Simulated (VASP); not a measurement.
Wanted: the native input for a VASP 6.6.1 run.

- Task: relaxation of cell and atoms
- Functional: PBE
- Potentials or basis: VASP PAW PBE potentials, release 64 (Zn, O)
- Cutoff: 600 eV
- k mesh: 10 × 10 × 10
- Occupations: gaussian, width 0.1 eV
- Spin: no spin polarisation
- Dipole correction: no
- Further INCAR settings: ALGO = Normal; EDIFF = 1e-06; IBRION = 2; EDIFFG = -0.01; NSW = 100; ISIF = 3

The structure of Zn4O lies in POSCAR:

```
Zn4O
1.0
   -2.0363422712      2.0363422712      4.3456068799
    2.0363422712     -2.0363422712      4.3456068799
    2.0363422712      2.0363422712     -4.3456068799
Zn O
4 1
Direct
    0.5829792458      0.5829792458      0.4561943050
    0.4170207542      0.8732150592      0.0000000000
    0.1267849408      0.1267849408      0.5438056950
    0.8732150592      0.4170207542      0.0000000000
    0.0000000000      0.0000000000      0.0000000000
```

One way to write it, as run:

INCAR

```
PREC = Accurate
ENCUT = 600
EDIFF = 1E-6
ISMEAR = 0
SIGMA = 0.1
LREAL = False
LASPH = True
NELM = 60
ALGO = Normal
ISIF = 3
LWAVE = False
LCHARG = False
GGA = PE
IBRION = 2
NSW = 100
EDIFFG = -0.01
```

KPOINTS

```
Automatic mesh
0
Gamma
  10 10 10
```

Potentials or basis: VASP PAW PBE potentials, release 64 (Zn, O).

Launch:

```console
$ cat potpaw_PBE.64/Zn/POTCAR potpaw_PBE.64/O/POTCAR > POTCAR
$ mpirun -np 1 vasp_std > vasp.out
```

It gave:

* Relaxed volume: 14.38 Å³/atom
* Relaxed cell: a = 5.215 Å, b = 5.215 Å, c = 5.215 Å, α = 134.13°, β = 134.13°, γ = 66.89°
* Space group after relaxing (to 0.05 Å): I-42m (No. 121)
* Energy gained by relaxing: 0.4 meV/atom
* Ionic steps: 11
* Pressure after relaxing: 0.0 GPa
* Largest force after relaxing: 0.008 eV/Å
* Band gap on the k mesh: zero (band 27 reaches 3.75 eV, above the bottom of band 28 at 1.21 eV)

Run time: 40 min on 1 thread of Oxide Virtual Turin-like Processor, on a shared host, peak memory 0.38 GiB.
